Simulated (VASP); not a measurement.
AlCu3: single point with PBEsol

AlCu3:

```
Al Cu
1.0
     3.46470    0.00000    0.00000
     0.00000    3.46470    0.00000
     0.00000    0.00000    3.46470
Al Cu
1 3
Direct
  0.00000 0.00000 0.00000
  0.50000 0.50000 0.00000
  0.50000 0.00000 0.50000
  0.00000 0.50000 0.50000
```

```yaml
Program: VASP 6.6.1
Task: single point
Functional: PBEsol
Potentials_or_basis: VASP PAW PBE potentials, release 64 (Al, Cu)
Cutoff: 520 eV
k_mesh: 12 × 12 × 12
Occupations: gaussian, width 0.1 eV
Spin: no spin polarisation
```

The pressure is 30.4 GPa. The band gap on the k mesh is zero (bands 18 and 19 overlap by 6.24 eV).

Levels at points of the mesh, in eV from the Fermi level:
```tsv
k point	band 15	band 16	band 17	band 18	band 19	band 20	band 21	band 22
(0.00, 0.00, 0.00)	-2.24	-2.24	-0.48	-0.48	-0.48	4.96	4.96	6.24
(0.50, 0.00, 0.00)	-3.27	-2.78	-2.24	4.12	4.12	4.31	4.31	5.02
(0.50, 0.50, 0.00)	-3.27	-3.12	-2.63	-1.22	-1.22	6.90	6.90	7.27
(0.50, 0.50, 0.50)	-3.35	-2.46	-2.46	-2.46	-1.95	2.09	2.21	2.21
```

It took 46 s on 1 thread of Intel(R) Xeon(R) Platinum 8488C (Sapphire Rapids), with other jobs on the host, peak memory 0.21 GiB.

Caveat: the cell stands under pressure; the PAW data sets were made with another functional, which shifts forces and pressure a little.
